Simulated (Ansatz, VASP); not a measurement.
**NaCl: VASP beside Ansatz**

```
Na Cl
1.0
     0.00000    2.80270    2.80270
     2.80270    0.00000    2.80270
     2.80270    2.80270    0.00000
Na Cl
1 1
Direct
  0.00000 0.00000 0.00000
  0.50000 0.50000 0.50000
```

Alike in both runs: task single point; functional r2SCAN; k mesh 8 × 8 × 8; no spin polarisation.

|  | VASP | Ansatz |
| --- | --- | --- |
| version | VASP 6.6.1 | Ansatz 0.2.0 |
| potentials or method | VASP PAW PBE potentials, release 64 (Na_pv, Cl) | plane waves, PAW |
| plane-wave cutoff (eV) | 520 | 500 |
| occupations | gaussian, width 0.01 eV | fixed |
| valence electrons in the cell | 14 | 16 |

Ansatz gave:

```
gap on the k mesh at the Fermi level (eV) : 5.98
pressure (GPa)                            : 0.0
```

Q: What did VASP give for the same quantities?

A: gap on the k mesh at the Fermi level (eV): 6.00; pressure (GPa): -0.1.

VASP's potentials were made for PBE, not for r2SCAN. VASP's potentials hold 14 valence electrons a cell and Ansatz's 16, so a difference there can come from the potentials and not from the codes.
